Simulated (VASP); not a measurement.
Wanted: the native input for a VASP 6.6.1 run.

* Task: single point
* Functional: PBE
* Dispersion: D3(BJ)
* Potentials or basis: VASP PAW PBE potentials, release 64 (Ti_sv, B)
* Cutoff: 520 eV
* k mesh: 6 × 6 × 4
* Occupations: gaussian, width 0.1 eV
* Spin: collinear spin
* Starting moments: [1.0, 0.0, 0.0, 0.0, 0.0] μB
* Dipole correction: no
* Further INCAR settings: ALGO = Normal; EDIFF = 1e-06; NBANDS = 24

The structure of TiB4 lies in POSCAR:

```
TiB4
1.0
    3.0116766011      0.0000000000      0.0000000000
   -1.5058383006      2.6081884446      0.0000000000
    0.0000000000      0.0000000000      4.9873992613
Ti B
1 4
Direct
    0.0000000000      0.0000000000      0.0000000000
    0.3333333333      0.6666666667      0.6899294738
    0.6666666667      0.3333333333      0.6899294738
    0.3333333333      0.6666666667      0.3100705262
    0.6666666667      0.3333333333      0.3100705262
```

The input as run:

INCAR

```
  ALGO = Normal
  EDIFF = 1E-6
  ENCUT = 520
  GGA = PE
  ISIF = 2
  ISMEAR = 0
  ISPIN = 2
  IVDW = 12
  LASPH = T
  LCHARG = T
  LELF = T
  LMAXMIX = 4
  LORBIT = 11
  LREAL = F
  LVHAR = T
  LWAVE = F
  MAGMOM = 1 0 0 0 0
  NBANDS = 24
  NELM = 150
  PREC = Accurate
  SIGMA = 0.1
```

KPOINTS

```
k-points
0
Gamma
  6 6 4
```

Potentials or basis: VASP PAW PBE potentials, release 64 (Ti_sv, B).

Launch:

```console
$ cat potpaw_PBE.64/Ti_sv/POTCAR potpaw_PBE.64/B/POTCAR > POTCAR
$ mpirun -np 1 vasp_std > vasp.out
```

It gave:

| Property | Result |
| --- | --- |
| Pressure | 0.2 GPa |
| Largest force | 0.006 eV/Å |
| Band gap on the k mesh | zero (filled and empty bands overlap) |
| Net moment | 0.00 μB per cell |
| Valence electrons inside the program's atomic spheres | Ti 10.51; B 2.00 |
| Dispersion energy per atom | -0.338 eV |

Caveat: the k points lie up to 0.40 Å⁻¹ apart, too coarse for converged energies and pressures of a metal.

Run time: 69 s on 1 thread of Intel Xeon 8259CL, with other jobs on the host, peak memory 0.2 GiB.
